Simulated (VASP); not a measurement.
Write the native input for VASP 6.6.1 that does the following.

```yaml
Task: single point
Functional: PBEsol
Potentials_or_basis: VASP PAW PBE potentials, release 64 (Si, Ge_d)
Cutoff: 520 eV
k_mesh: 12 × 12 × 6
Occupations: gaussian, width 0.03 eV
Spin: no spin polarisation
Dipole_correction: no
Further_INCAR_settings: ALGO = Normal; EDIFF = 1e-06; NBANDS = 26
```

The structure of SiGe lies in POSCAR:

```
SiGe
1.0
    3.7935520603      0.0000000000      0.0000000000
   -1.8967760302      3.2853124548      0.0000000000
    0.0000000000      0.0000000000      6.2665470583
Si Ge
2 2
Direct
    0.6666666667      0.3333333333      0.8745463082
    0.3333333333      0.6666666667      0.3745463082
    0.6666666667      0.3333333333      0.4926925203
    0.3333333333      0.6666666667     -0.0073074797
```

This cell differs from its parent crystal: atoms shifted along a free coordinate.

These files were run (other wordings do the same):

INCAR

```
  PREC = Accurate
  ENCUT = 520
  EDIFF = 1E-6
  ISMEAR = 0
  SIGMA = 0.03
  LREAL = F
  LASPH = T
  NELM = 80
  ALGO = Normal
  ISIF = 2
  LWAVE = F
  LCHARG = F
  GGA = PS
  NBANDS = 26
```

KPOINTS

```
regular mesh
0
Gamma
  12 12 6
```

Potentials or basis: VASP PAW PBE potentials, release 64 (Si, Ge_d).

Run with:

```sh
$ cat potpaw_PBE.64/Si/POTCAR potpaw_PBE.64/Ge_d/POTCAR > POTCAR
$ mpirun -np 1 vasp_std > vasp.out
```

It gave:

* Pressure: 8.3 GPa
* Largest force: 0.678 eV/Å
* Band gap on the k mesh: 0.22 eV (least direct gap 0.63 eV)

Caveat: the cell differs from its parent crystal (atoms shifted along a free coordinate); the cell stands under pressure; semilocal functionals underestimate gaps, and a narrow one can read as zero; the PAW data sets were made with another functional, which shifts forces and pressure a little.

It took 120 s on 1 thread of Intel Xeon 8259CL, on a shared host, peak memory 0.27 GiB.
